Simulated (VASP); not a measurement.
Write the native input for VASP 6.6.1 that does the following.

```yaml
Task: single point
Functional: LDA
Potentials_or_basis: VASP PAW LDA potentials, release 64 (Ga_d, P)
Cutoff: 520 eV
k_mesh: 9 × 9 × 9
Occupations: gaussian, width 0.05 eV
Spin: no spin polarisation
Dipole_correction: no
Further_INCAR_settings: ALGO = Normal; EDIFF = 1e-06; NBANDS = 26
```

The structure of GaP lies in POSCAR:

```
GaP
1.0
    1.8756758643      1.0829219652      6.6183848096
   -1.8756758643      1.0829219652      6.6183848096
    0.0000000000     -2.1658439303      6.6183848096
Ga P
2 2
Direct
    0.4359784395      0.4359784395      0.4359784395
    0.5640215605      0.5640215605      0.5640215605
    0.0580350955      0.0580350955      0.0580350955
    0.9419649045      0.9419649045      0.9419649045
```

One way to write it, as run:

INCAR

```
PREC = Accurate ; ENCUT = 520
EDIFF = 1E-6 ; ISMEAR = 0
SIGMA = 0.05 ; LREAL = F
LASPH = T ; NELM = 100
ALGO = Normal ; ISIF = 2
LWAVE = F ; LCHARG = F
GGA = CA ; NBANDS = 26
```

KPOINTS

```
Automatic mesh
0
Gamma
  9 9 9
```

Potentials or basis: VASP PAW LDA potentials, release 64 (Ga_d, P).

Launch:

```sh
$ cat potpaw_LDA.64/Ga_d/POTCAR potpaw_LDA.64/P/POTCAR > POTCAR
$ mpirun -np 1 vasp_std > vasp.out
```

It gave:

```json
{
  "Pressure": "-1.9 GPa",
  "Largest force": "0.631 eV/Å",
  "Band gap on the k mesh": "0.54 eV (least direct gap 0.82 eV)"
}
```

Caveat: the stress differs along the axes, from -10 to 2 GPa; semilocal functionals underestimate gaps, and a narrow one can read as zero.

Wall time 6 min on 1 thread of AMD EPYC 7R13 Processor (Zen 3) (shared host), peak memory 0.36 GiB.
